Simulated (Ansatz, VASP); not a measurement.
**SiB2: VASP beside Ansatz**

The input INCAR:

```
SYSTEM = SiB2
PREC = Accurate ; ENCUT = 600
EDIFF = 1E-7 ; ISMEAR = 0
SIGMA = 0.1 ; LREAL = Auto
LASPH = .TRUE. ; NELM = 80
ALGO = Normal ; ISIF = 3
LWAVE = .FALSE. ; LCHARG = .FALSE.
GGA = PE ; IBRION = 2
NSW = 100 ; EDIFFG = -0.01
```

File KPOINTS:

```
Automatic mesh
0
G
  6 6 6
  0 0 0
```

File POSCAR:

```
SiB2
1.0
    3.1995441766      1.8472576917      4.5157154081
   -3.1995441766      1.8472576917      4.5157154081
    0.0000000000     -3.6945153833      4.5157154081
Si B
5 10
Direct
    0.7332684858      0.7332684858      0.7332684858
    0.3414887419      0.3414887419      0.3414887419
    0.7217481218      0.1879415946      0.7217481218
    0.7217481218      0.7217481218      0.1879415946
    0.1879415946      0.7217481218      0.7217481218
    0.8757397934      0.3328462811      0.8757397934
    0.3328462811      0.8757397934      0.8757397934
    0.8757397934      0.8757397934      0.3328462811
    0.1367206868      0.6604207430      0.1367206868
    0.1367206868      0.1367206868      0.6604207430
    0.6604207430      0.1367206868      0.1367206868
    0.4948203982      0.4948203982      0.4948203982
    0.1808945772      0.1808945772      0.9190073971
    0.9190073971      0.1808945772      0.1808945772
    0.1808945772      0.9190073971      0.1808945772
```

Input for Ansatz:

```yaml
crystal:
  lattice:
    - [3.1995441766, 1.8472576917, 4.5157154081]
    - [-3.1995441766, 1.8472576917, 4.5157154081]
    - [0.0, -3.6945153833, 4.5157154081]
  atoms:
    - { symbol: Si, position: [0.7332684858, 0.7332684858, 0.7332684858] }
    - { symbol: Si, position: [0.3414887419, 0.3414887419, 0.3414887419] }
    - { symbol: Si, position: [0.7217481218, 0.1879415946, 0.7217481218] }
    - { symbol: Si, position: [0.7217481218, 0.7217481218, 0.1879415946] }
    - { symbol: Si, position: [0.1879415946, 0.7217481218, 0.7217481218] }
    - { symbol: B, position: [0.8757397934, 0.3328462811, 0.8757397934] }
    - { symbol: B, position: [0.3328462811, 0.8757397934, 0.8757397934] }
    - { symbol: B, position: [0.8757397934, 0.8757397934, 0.3328462811] }
    - { symbol: B, position: [0.1367206868, 0.660420743, 0.1367206868] }
    - { symbol: B, position: [0.1367206868, 0.1367206868, 0.660420743] }
    - { symbol: B, position: [0.660420743, 0.1367206868, 0.1367206868] }
    - { symbol: B, position: [0.4948203982, 0.4948203982, 0.4948203982] }
    - { symbol: B, position: [0.1808945772, 0.1808945772, 0.9190073971] }
    - { symbol: B, position: [0.9190073971, 0.1808945772, 0.1808945772] }
    - { symbol: B, position: [0.1808945772, 0.9190073971, 0.1808945772] }
basis:
  ecutwfc: 420
kpoints:
  mp_grid: { grid: [6, 6, 6] }
hamiltonian:
  xc: pbe
scf:
  occupations: { method: gaussian, width: 0.1 }
output:
  forces: true
  stress: true
  eigenvalues: true
relax:
  adjacent_minimum: "off"
  f_tol: 0.01
  max_steps: 80
  cell: { stress_tol: 0.05 }
```

Alike in both runs: task relaxation of cell and atoms; functional PBE; k mesh 6 × 6 × 6; occupations gaussian, width 0.1 eV; no spin polarisation.

|  | VASP | Ansatz |
| --- | --- | --- |
| version | VASP 6.6.1 | Ansatz 0.2.0 |
| potentials or method | VASP PAW PBE potentials, release 64 (Si, B), cutoff 600 eV | scalar-relativistic, plane waves, PAW |
| valence electrons in the cell | 50 | 50 |

|  | VASP | Ansatz | Ansatz less VASP |
| --- | --- | --- | --- |
| gap on the k mesh at the Fermi level, each at its own relaxed structure (eV) | none | none | - |
| relaxed volume (Å³/atom) | 10.68 | 10.69 | +0.010 |
| relaxed length of the cell vector where the two differ most in proportion (Å) | 5.847 | 5.849 | +0.0023 |

A gap of «none» marks a metal or a gap that the smearing closes.
